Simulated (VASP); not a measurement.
# Pt (Fm-3m) in VASP: further runs, part 2 of 2

VASP 6.6.1. Earlier steps stand in the parts before.

## Step 5: Single point, PBEsol

This run uses another cell than the first one, of 15.06 Å³/atom, 1.064 times its volume.

Contents of INCAR:

```
PREC     = Accurate       # precision mode
ENCUT    = 520            # plane-wave cutoff, eV
EDIFF    = 1E-6           # SCF threshold, eV
ISMEAR   = -1             # smearing method
SIGMA    = 0.1            # smearing width, eV
LREAL    = False          # projectors in reciprocal space
LASPH    = True           # aspherical terms in the spheres
NELM     = 80             # most SCF steps
ALGO     = Normal         # electronic algorithm
ISIF     = 2              # what is computed and relaxed
LWAVE    = False          # write WAVECAR
LCHARG   = False          # write CHGCAR
GGA      = PS             # functional
NBANDS   = 11             # bands
```

Contents of KPOINTS:

```
Automatic mesh
0
Gamma
  17 17 17
```

Contents of POSCAR:

```
Pt
1.0
    0.0000000000      1.9598399806      1.9598399806
    1.9598399806      0.0000000000      1.9598399806
    1.9598399806      1.9598399806      0.0000000000
Pt
1
Direct
    0.0000000000      0.0000000000      0.0000000000
```

Potentials or basis: VASP PAW PBE potentials, release 64 (Pt).

Command:

```console
cat potpaw_PBE.64/Pt/POTCAR > POTCAR
mpirun -np 1 vasp_std > vasp.out
```

OUTCAR:

```text
PREC = Accurate
   ENCUT = 520
   EDIFF = 1E-6
   ISMEAR = -1
   LREAL = False
   LASPH = True
   NELM = 80
   ISIF = 2
   GGA = PS

 ion  position               nearest neighbor table
   1  0.000  0.000  0.000-

  LATTYP: Found a face centered cubic cell.
 ALAT       =     3.9196799612

  Lattice vectors:

 A1 = (   0.0000000000,   1.9598399806,   1.9598399806)
 A2 = (   1.9598399806,   0.0000000000,   1.9598399806)
[... 513 lines left out ...]
      9      31.0685      0.00000
     10      32.4851      0.00000
     11      36.4542      0.00000

 [... further k-points ...]

------------------------ aborting loop because EDIFF is reached ----------------------------------------

  FORCE on cell =-STRESS in cart. coord.  units (eV):
  Direction    XX          YY          ZZ          XY          YZ          ZX
  --------------------------------------------------------------------------------------
  -------------------------------------------------------------------------------------
  Total       -0.0393627     -0.0393627     -0.0393627      0.0000000     -0.0000000     -0.0000000
  in kB       -4.1889354     -4.1889354     -4.1889354      0.0000000     -0.0000000     -0.0000000
  external PRESSURE =      -4.1889354 kB  Pullay stress =       0.0000000 kB

 VOLUME and BASIS-vectors are now :
 -----------------------------------------------------------------------------
  energy-cutoff  :      520.00
  volume of cell :       15.06
      direct lattice vectors                 reciprocal lattice vectors
     0.000000000  1.959839981  1.959839981    -0.255122870  0.255122870  0.255122870
     1.959839981  0.000000000  1.959839981     0.255122870 -0.255122870  0.255122870
     1.959839981  1.959839981  0.000000000     0.255122870  0.255122870 -0.255122870

 POSITION                                       TOTAL-FORCE (eV/Angst)
 -----------------------------------------------------------------------------------
      0.00000      0.00000      0.00000         0.000000      0.000000      0.000000
 -----------------------------------------------------------------------------------
    total drift:                               -0.000000      0.000000      0.000000

  FREE ENERGIE OF THE ION-ELECTRON SYSTEM (eV)
  ---------------------------------------------------
  free  energy   TOTEN  =        -6.9943588503 eV

  energy  without entropy=       -6.9421424338  energy(sigma->0) =       -6.96825064
```

stdout:

```text
POSCAR found type information on POSCAR Pt
 POSCAR found :  1 types and       1 ions
 scaLAPACK will be used
 -----------------------------------------------------------------------------
|                                                                             |
|                                                                             |
|     You enforced a specific xc type in the INCAR file but a different       |
|     I HOPE YOU KNOW WHAT YOU ARE DOING!                                     |
|                                                                             |
 -----------------------------------------------------------------------------

 LDA part: xc-table for (Slater+PW92), standard interpolation
 POSCAR, INCAR and KPOINTS ok, starting setup
 FFT: planning ... GRIDC
 FFT: planning ... GRID_SOFT
 FFT: planning ... GRID
 WAVECAR not read
 entering main loop
```

It took 15 s on 1 thread of Intel Xeon Platinum 8259CL at 2.50GHz (Skylake/Cascade Lake), shared host; peak memory 0.16 GiB.

Results:

| Quantity | Value |
| --- | --- |
| Free energy | -6.9944 eV |
| Pressure | -0.4 GPa |
| Band gap on the k mesh | zero (band 5 reaches 11.59 eV, above the bottom of band 6 at 9.40 eV) |

Levels at points of the mesh, in eV from the Fermi level:
| k point | band 1 | band 2 | band 3 | band 4 | band 5 | band 6 | band 7 | band 8 | band 9 | band 10 |
| --- | --- | --- | --- | --- | --- | --- | --- | --- | --- | --- |
| (0.00, 0.00, 0.00) | -10.33 | -3.83 | -3.83 | -3.83 | -1.64 | -1.64 | 14.61 | 19.57 | 19.57 | 19.57 |

Caveat: the PAW data sets were made with another functional, which shifts forces and pressure a little; spin-orbit coupling is left out, which moves the levels of the heavy elements.

## Step 6: Relaxation of cell and atoms, PBEsol

This run uses another cell than the first one, of 15.09 Å³/atom, 1.066 times its volume.

Contents of INCAR:

```
PREC = Accurate ; ENCUT = 600
EDIFF = 1E-6 ; ISMEAR = -1
SIGMA = 0.1 ; LREAL = F
LASPH = T ; NELM = 100
ALGO = Normal ; ISIF = 3
LWAVE = F ; LCHARG = F
GGA = PS ; IBRION = 2
NSW = 60 ; EDIFFG = -0.005
```

KPOINTS is that of step 5.

Contents of POSCAR:

```
Pt
1.0
    0.0000000000      1.9613408845      1.9613408845
    1.9613408845      0.0000000000      1.9613408845
    1.9613408845      1.9613408845      0.0000000000
Pt
1
Direct
    0.0000000000      0.0000000000      0.0000000000
```

Potentials or basis: VASP PAW PBE potentials, release 64 (Pt).

Command:

```console
cat potpaw_PBE.64/Pt/POTCAR > POTCAR
mpirun -np 1 vasp_std > vasp.out
```

Run time: 28 s. Hardware: 1 thread of Intel Xeon Platinum 8259CL at 2.50GHz (Skylake/Cascade Lake), shared host; peak memory 0.17 GiB.

Results (log left out):

- Free energy: -6.9944 eV
- Relaxed volume: 15.04 Å³/atom
- Relaxed cell: a = 2.771 Å, b = 2.771 Å, c = 2.771 Å, α = 60.00°, β = 60.00°, γ = 60.00°
- Space group after relaxing (to 0.05 Å): Fm-3m (No. 225)
- Energy gained by relaxing: 0.2 meV/atom
- Ionic steps: 3
- Pressure after relaxing: 0.0 GPa
- Band gap on the k mesh: zero (band 5 reaches 11.61 eV, above the bottom of band 6 at 9.42 eV)

The path:
| step | energy change (eV) | largest force (eV/Å) | pressure (GPa) | volume (Å³) |
| --- | --- | --- | --- | --- |
| 1 | 0.0000 | 0.0000 | -0.97 | 15.09 |
| 2 | 0.0012 | 0.0000 | 2.92 | 14.89 |
| 3 | -0.0002 | 0.0000 | 0.04 | 15.04 |

Final structure:
```xyz
1
Lattice="0.0000 1.9591 1.9591 1.9591 0.0000 1.9591 1.9591 1.9591 0.0000" Properties=species:S:1:pos:R:3 pbc="T T T"
Pt    0.0000    0.0000    0.0000
```

Levels at points of the mesh, in eV from the Fermi level:
```
           k point  band 3  band 4  band 5  band 6  band 7  band 8
(0.00, 0.00, 0.00)   -3.83   -3.83   -1.65   -1.65   14.60   19.58
```

Caveat: the PAW data sets were made with another functional, which shifts forces and pressure a little; spin-orbit coupling is left out, which moves the levels of the heavy elements.

## Step 7: Overview

| task | cell | cutoff (eV) | gap on the mesh (eV) | pressure (GPa) |
| --- | --- | --- | --- | --- |
| single point | a = 2.715 Å, angles 60.0°, 1 atom | 520 | none | 20.5 |
| single point | a = 2.772 Å, angles 60.0°, 1 atom | 520 | none | -0.4 |
| relaxation of cell and atoms | relaxed from a = 2.774 Å, angles 60.0°, 1 atom | 600 | none | 0.0 |

Alike in all rows: level PBEsol; potentials or basis VASP PAW PBE potentials, release 64 (Pt); no spin polarisation; k mesh 17 × 17 × 17; smearing fermi-dirac 0.1 eV.

Caveats: the PAW data sets were made with another functional, which shifts forces and pressure a little; spin-orbit coupling is left out, which moves the levels of the heavy elements.

Absolute energies hang on the potentials; compare differences alone.
